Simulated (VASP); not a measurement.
Wanted: the native input for a VASP 6.6.1 run.

* Task: single point
* Functional: r2SCAN
* Potentials or basis: VASP PAW PBE potentials, release 64 (Ba_sv, Ti_sv, O)
* Cutoff: 520 eV
* k mesh: 5 × 5 × 5
* Occupations: fermi-dirac, width 0.1 eV
* Spin: no spin polarisation
* Dipole correction: no
* Further INCAR settings: ALGO = Normal; EDIFF = 1e-07; NBANDS = 28

The system is BaTiO3.

```
Ba Ti O
1.0
     4.07902   -0.02396    0.00994
    -0.01364    4.06325    0.01706
     0.02019    0.02723    4.01856
Ba Ti O
1 1 3
Direct
  0.01036 0.02488 0.00764
  0.48825 0.45487 0.48627
  0.51073 0.47912 0.99000
  0.03092 0.51386 0.52981
  0.52898 0.01006 0.55317
```

One way to write it, as run:

POSCAR

```
BaTiO3
1.0
    4.0790170000     -0.0239570000      0.0099360000
   -0.0136380000      4.0632450000      0.0170570000
    0.0201940000      0.0272300000      4.0185580000
Ba Ti O
1 1 3
Direct
    0.0103570000      0.0248780000      0.0076400000
    0.4882490000      0.4548740000      0.4862740000
    0.5107270000      0.4791230000      0.9900010000
    0.0309230000      0.5138570000      0.5298060000
    0.5289840000      0.0100600000      0.5531650000
```

INCAR.step1

```
  ALGO = Normal
  EDIFF = 1E-4
  ENCUT = 520
  GGA = PE
  ISMEAR = -1
  LASPH = True
  LCHARG = False
  LREAL = False
  LWAVE = True
  NBANDS = 28
  NELM = 80
  PREC = Accurate
  SIGMA = 0.1
```

INCAR.step2

```
  ALGO = Normal
  EDIFF = 1E-7
  ENCUT = 520
  ISIF = 2
  ISMEAR = -1
  ISTART = 1
  LASPH = True
  LCHARG = False
  LMIXTAU = True
  LREAL = False
  LWAVE = False
  METAGGA = R2SCAN
  NBANDS = 28
  NELM = 80
  PREC = Accurate
  SIGMA = 0.1
```

KPOINTS

```
k-points
0
Gamma
  5 5 5
```

Potentials or basis: VASP PAW PBE potentials, release 64 (Ba_sv, Ti_sv, O).

Run with:

```console
$ cat potpaw_PBE.64/Ba_sv/POTCAR potpaw_PBE.64/Ti_sv/POTCAR potpaw_PBE.64/O/POTCAR > POTCAR
$ cp INCAR.step1 INCAR
$ mpirun -np 1 vasp_std > vasp.out
$ cp INCAR.step2 INCAR
$ mpirun -np 1 vasp_std > vasp.out
```

It gave:

```yaml
Pressure: -0.6 GPa
Largest_force: 1.947 eV/Å
Band_gap_on_the_k_mesh: 2.71 eV (least direct gap 3.08 eV)
```

Caveat: the PAW data sets were made with another functional, which shifts forces and pressure a little; spin-orbit coupling is left out, which moves the levels of the heavy elements; an odd mesh through Γ misses points on the zone boundary, where band edges can lie.

Wall time 5.4 min on 1 thread of AMD EPYC 7R43 64-Core Processor (Zen 3), with other jobs on the host, peak memory 0.22 GiB.
